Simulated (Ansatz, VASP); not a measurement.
**Two plane-wave programs on BaCaS2**

The input POSCAR:

```
BaCaS2
1.0
    4.4187620114      0.0000000000      0.0000000000
    0.0000000000      4.4187620114      0.0000000000
    0.0000000000      0.0000000000      6.2386397262
Ca S Ba
1 2 1
Direct
    0.0000000000      0.0000000000      0.0000000000
    0.0000000000      0.0000000000      0.5000000000
    0.5000000000      0.5000000000      0.0000000000
    0.5000000000      0.5000000000      0.5000000000
```

File INCAR.step1:

```
ALGO = Normal
EDIFF = 1E-4
ENCUT = 520
GGA = PE
ISMEAR = 0
LASPH = True
LCHARG = False
LREAL = False
LWAVE = True
NBANDS = 24
NELM = 60
PREC = Accurate
SIGMA = 0.01
```

The input INCAR.step2:

```
ALGO = Normal
EDIFF = 1E-6
ENCUT = 520
ISIF = 2
ISMEAR = 0
ISTART = 1
LASPH = True
LCHARG = False
LMIXTAU = True
LREAL = False
LWAVE = False
METAGGA = R2SCAN
NBANDS = 24
NELM = 60
PREC = Accurate
SIGMA = 0.01
```

The input KPOINTS:

```
k-points
0
Gamma
  6 6 4
```

Input for Ansatz:

```yaml
crystal:
  lattice:
    - [4.4187620114, 0.0, 0.0]
    - [0.0, 4.4187620114, 0.0]
    - [0.0, 0.0, 6.2386397262]
  atoms:
    - { symbol: Ca, position: [0.0, 0.0, 0.0] }
    - { symbol: S, position: [0.0, 0.0, 0.5] }
    - { symbol: Ba, position: [0.5, 0.5, 0.5] }
    - { symbol: S, position: [0.5, 0.5, 0.0] }
kpoints:
  mp_grid: { grid: [6, 6, 4] }
hamiltonian:
  xc: r2scan
scf:
  occupations: { method: fixed }
  n_extra_bands: 5
output:
  forces: true
  stress: true
  eigenvalues: true
```

Alike in both runs: task single point; functional r2SCAN; k mesh 6 × 6 × 4; no spin polarisation.

|  | VASP | Ansatz |
| --- | --- | --- |
| version | VASP 6.6.1 | Ansatz 0.2.0 |
| potentials or method | VASP PAW PBE potentials, release 64 (Ca_sv, S, Ba_sv) | plane waves, PAW |
| plane-wave cutoff (eV) | 520 | 500 |
| occupations | gaussian, width 0.01 eV | fixed |
| valence electrons in the cell | 32 | 32 |

|  | VASP | Ansatz | Ansatz less VASP |
| --- | --- | --- | --- |
| gap on the k mesh at the Fermi level (eV) | 2.65 | 2.71 | +0.062 |
| pressure (GPa) | -2.2 | -2.6 | -0.44 |

VASP's potentials were made for PBE, not for r2SCAN.

Neither program's run includes spin-orbit coupling.
